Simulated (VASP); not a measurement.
**Zn2CdTe3: single point with PBE**

The system is Zn2CdTe3.

```
Zn Cd Te
1.0
     4.37262    0.00000    0.00000
    -2.18631    3.78680    0.00000
     0.00000    0.00000   10.79361
Zn Cd Te
2 1 3
Direct
  0.33333 0.66667 0.66062
  0.66667 0.33333 0.34145
  0.00000 0.00000 0.99503
  0.00000 0.00000 0.73692
  0.33333 0.66667 0.41718
  0.66667 0.33333 0.09881
```

* Program: VASP 6.6.1
* Task: single point
* Functional: PBE
* Potentials or basis: VASP PAW PBE potentials, release 64 (Zn, Cd, Te)
* Cutoff: 520 eV
* k mesh: 6 × 6 × 4
* Occupations: gaussian, width 0.02 eV
* Spin: no spin polarisation

The pressure is 2.9 GPa, the largest force is 0.011 eV/Å and the band gap on the k mesh is 0.92 eV.

Forces in eV/Å, atoms in the order of the input:
```
Zn   0.000  0.000  0.003
Zn   0.000  0.000  0.004
Cd   0.000  0.000 -0.003
Te   0.000  0.000 -0.011
Te   0.000  0.000 -0.002
Te   0.000  0.000  0.009
```

Levels at points of the mesh, in eV from the valence-band top:
```csv
k point,band 24,band 25,band 26,band 27,band 28,band 29,band 30,band 31
"(0.00, 0.00, 0.00)",-0.71,-0.19,0.00,0.00,0.92,1.52,2.29,4.29
"(0.50, 0.00, 0.00)",-2.11,-1.99,-1.50,-1.10,2.17,2.24,2.55,2.96
"(0.00, 0.00, 0.50)",-0.53,-0.53,-0.12,-0.12,1.48,1.74,2.49,4.29
"(0.50, 0.00, 0.50)",-2.16,-1.81,-1.03,-0.88,1.64,2.25,2.84,3.45
```

Wall time 2.5 min on 1 thread of Intel(R) Xeon(R) Platinum 8375C CPU @ 2.90GHz (Ice Lake) (shared host), peak memory 0.4 GiB.

Caveat: spin-orbit coupling is left out, which moves the levels of the heavy elements. A k mesh can miss the band edges.
